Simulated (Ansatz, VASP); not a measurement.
Given: the input of a run of VASP 6.6.1 on Zr3S2.

Contents of INCAR:

```
PREC = Accurate
ENCUT = 520
EDIFF = 1E-6
ISMEAR = -1
SIGMA = 0.05
LREAL = F
LASPH = T
NELM = 100
ALGO = Normal
ISIF = 2
LWAVE = F
LCHARG = F
GGA = PS
NBANDS = 32
```

File KPOINTS:

```
regular mesh
0
Gamma
  5 5 5
```

File POSCAR:

```
Zr3S2
1.0
    2.8735125930      1.6590232691      3.4877732718
   -2.8735125930      1.6590232691      3.4877732718
    0.0000000000     -3.3180465381      3.4877732718
Zr S
3 2
Direct
    0.8387270000      0.5000000000      0.1612730000
    0.5000000000      0.1612730000      0.8387270000
    0.1612730000      0.8387270000      0.5000000000
    0.6650230000      0.6650230000      0.6650230000
    0.3349770000      0.3349770000      0.3349770000
```

Potentials or basis: VASP PAW PBE potentials, release 64 (Zr_sv, S).

The run is started by

```sh
$ cat potpaw_PBE.64/Zr_sv/POTCAR potpaw_PBE.64/S/POTCAR > POTCAR
$ mpirun -np 1 vasp_std > vasp.out
```

Set up the same calculation for Ansatz 0.2.0. Potentials there: Ansatz PAW.

As run (the cutoff follows the program's own potentials):

input.yaml

```yaml
crystal:
  lattice:
    - [2.873512593, 1.6590232691, 3.4877732718]
    - [-2.873512593, 1.6590232691, 3.4877732718]
    - [0.0, -3.3180465381, 3.4877732718]
  atoms:
    - { symbol: Zr, position: [0.838727, 0.5, 0.161273] }
    - { symbol: Zr, position: [0.5, 0.161273, 0.838727] }
    - { symbol: Zr, position: [0.161273, 0.838727, 0.5] }
    - { symbol: S, position: [0.665023, 0.665023, 0.665023] }
    - { symbol: S, position: [0.334977, 0.334977, 0.334977] }
hamiltonian:
  xc: pbesol
  pseudopotentials: { kind: paw }
kpoints:
  mp_grid: { grid: [5, 5, 5] }
scf:
  occupations: { method: fermi_dirac, width: 0.05 }
output:
  forces: true
  stress: true
  eigenvalues: true
```

Potentials or basis: Ansatz PAW.

Launch:

```console
$ ansatz run input.yaml --threads 2 --pin off --max-ram 5632MiB --backend cpu --events-out ev --progress --plain --runs-dir out
```

Both were run:

|  | VASP | Ansatz | Ansatz less VASP |
| --- | --- | --- | --- |
| gap on the k mesh at the Fermi level (eV) | none | none | - |
| pressure (GPa) | -2.7 | -2.8 | -0.15 |
| traceless stress, the component that is largest in VASP (GPa) | -0.84 | -0.92 | -0.072 |
| rms of the force components (eV/Å) | 0.037 | 0.039 | +0.0029 |

VASP's potentials were made for PBE, not for PBEsol. Atom by atom the forces differ by 0.003 eV/Å (rms over components). A gap of «none» marks a metal or a gap that the smearing closes. The functional is the same, so the differences come from potentials, cutoffs and numerics.
